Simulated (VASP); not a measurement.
SnO2: electric field gradients with LDA

Crystal: SnO2.

```
Sn O
1.0
     4.73735   -0.04737   -0.04737
    -0.04737    4.73735   -0.04737
    -0.03186   -0.03186    3.18640
Sn O
2 4
Direct
  0.00000 0.00000 0.00000
  0.50000 0.50000 0.50000
  0.30562 0.30562 0.00000
  0.19438 0.80562 0.50000
  0.69438 0.69438 0.00000
  0.80562 0.19438 0.50000
```

This cell differs from its parent crystal: equal xy, yz and zx shear strains of -2 %.

* Program: VASP 6.6.1
* Task: electric field gradients
* Functional: LDA
* Potentials or basis: VASP PAW LDA potentials, release 64 (Sn_d, O)
* Cutoff: 520 eV
* k mesh: 4 × 4 × 6
* Occupations: fermi-dirac, width 0.03 eV
* Spin: no spin polarisation
* Dipole correction: no
* Further INCAR settings: ALGO = Normal; EDIFF = 1e-08; NBANDS = 35

| Quantity | Value |
| --- | --- |
| Pressure | 0.3 GPa |
| Largest force | 0.261 eV/Å |
| Band gap on the k mesh | 1.14 eV, direct |

Forces on the atoms (eV/Å):
```
Sn   0.000  0.000  0.000
Sn   0.000  0.000  0.000
O    0.070  0.070 -0.241
O    0.005 -0.005  0.000
O   -0.070 -0.070  0.241
O   -0.005  0.005  0.000
```

Stress tensor (GPa, compression positive):
```
-0.03  4.20  2.37
 4.20 -0.03  2.37
 2.37  2.37  0.99
```

Levels at points of the mesh, in eV from the valence-band top:
```csv
k point,band 22,band 23,band 24,band 25,band 26,band 27,band 28,band 29,band 30,band 31
"(0.00, 0.00, 0.00)",-1.38,-1.18,-0.87,-0.75,0.00,1.14,5.97,5.99,6.12,10.06
"(0.50, 0.00, 0.00)",-1.99,-1.31,-1.16,-0.65,-0.64,4.23,4.36,6.77,6.88,10.64
"(0.50, 0.50, 0.00)",-2.04,-1.46,-1.27,-1.04,-0.81,4.64,4.77,7.27,7.32,10.59
"(0.00, 0.00, 0.50)",-2.66,-1.78,-1.66,-1.43,-1.14,5.98,6.03,9.39,9.52,10.33
"(0.50, 0.00, 0.50)",-1.70,-1.23,-1.05,-0.79,-0.68,6.23,6.34,7.65,8.00,10.65
"(0.50, 0.50, 0.50)",-2.43,-1.04,-0.97,-0.96,-0.72,4.58,4.70,8.52,8.71,10.67
```

Electric field gradients, principal values (V/Å²):
| atom | least | middle | greatest (by size) |
| --- | --- | --- | --- |
| 1 Sn | -25.110 | -40.370 | 65.480 |
| 2 Sn | 15.075 | 69.177 | -84.252 |
| 3 O | 48.689 | 56.718 | -105.407 |
| 4 O | 44.362 | 61.031 | -105.394 |
| 5 O | 48.689 | 56.718 | -105.407 |
| 6 O | 44.362 | 61.031 | -105.394 |

It took 40 s on 1 thread of Intel(R) Xeon(R) Platinum 8559C (Emerald Rapids) (shared host), peak memory 0.19 GiB.

Caveat: the cell differs from its parent crystal (equal xy, yz and zx shear strains of -2 %); without QUAD_EFG the Cq values of the log hold for a quadrupole moment of 1 mb, not for the nuclei; spin-orbit coupling is left out, which moves the levels of the heavy elements.
